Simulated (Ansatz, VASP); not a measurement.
# One calculation of KF, two programs

Contents of INCAR:

```
SYSTEM = KF
PREC = Accurate
ENCUT = 520
EDIFF = 1E-7
ISMEAR = 0
SIGMA = 0.05
LREAL = .False.
LASPH = .True.
NELM = 60
ALGO = Normal
ISIF = 2
LWAVE = .False.
LCHARG = .False.
GGA = CA
NBANDS = 15
```

The input KPOINTS:

```
Automatic mesh
0
Gamma
  8 8 8
  0 0 0
```

Contents of POSCAR:

```
KF
1.0
    0.0000000000      2.5817196783      2.2912762145
    2.4913594896      0.0000000000      2.2912762145
    2.4913594896      2.5817196783      0.0000000000
K F
1 1
Direct
    0.0000000000      0.0000000000      0.0000000000
    0.5000000000      0.5000000000      0.5000000000
```

Input for Ansatz:

```yaml
crystal:
  lattice:
    - [0.0, 2.5817196783, 2.2912762145]
    - [2.4913594896, 0.0, 2.2912762145]
    - [2.4913594896, 2.5817196783, 0.0]
  atoms:
    - { symbol: K, position: [0.0, 0.0, 0.0] }
    - { symbol: F, position: [0.5, 0.5, 0.5] }
basis:
  ecutwfc: 520.0
kpoints:
  mp_grid: { grid: [8, 8, 8] }
hamiltonian:
  xc: lda
scf:
  occupations: { method: gaussian, width: 0.05 }
output:
  forces: true
  stress: true
  eigenvalues: true
```

Change from the starting cell: normal strain along x -0.0350, normal strain along z -0.1125.

Alike in both runs: task single point; functional LDA; k mesh 8 × 8 × 8; occupations gaussian, width 0.05 eV; no spin polarisation.

|  | VASP | Ansatz |
| --- | --- | --- |
| version | VASP 6.6.1 | Ansatz 0.2.0 |
| potentials or method | VASP PAW LDA potentials, release 64 (K_sv, F), cutoff 520 eV | scalar-relativistic, plane waves, PAW |
| valence electrons in the cell | 16 | 16 |

```tsv
	VASP	Ansatz	Ansatz less VASP
gap on the k mesh at the Fermi level (eV)	6.64	6.66	+0.025
least direct gap on the mesh (eV)	6.78	6.81	+0.030
pressure (GPa)	13.0	12.3	-0.74
traceless stress, the component that is largest in VASP (GPa)	14.32	13.65	-0.664
```

LDA's correlation is that of Perdew and Zunger in VASP and of Perdew and Wang (1992) in Ansatz.
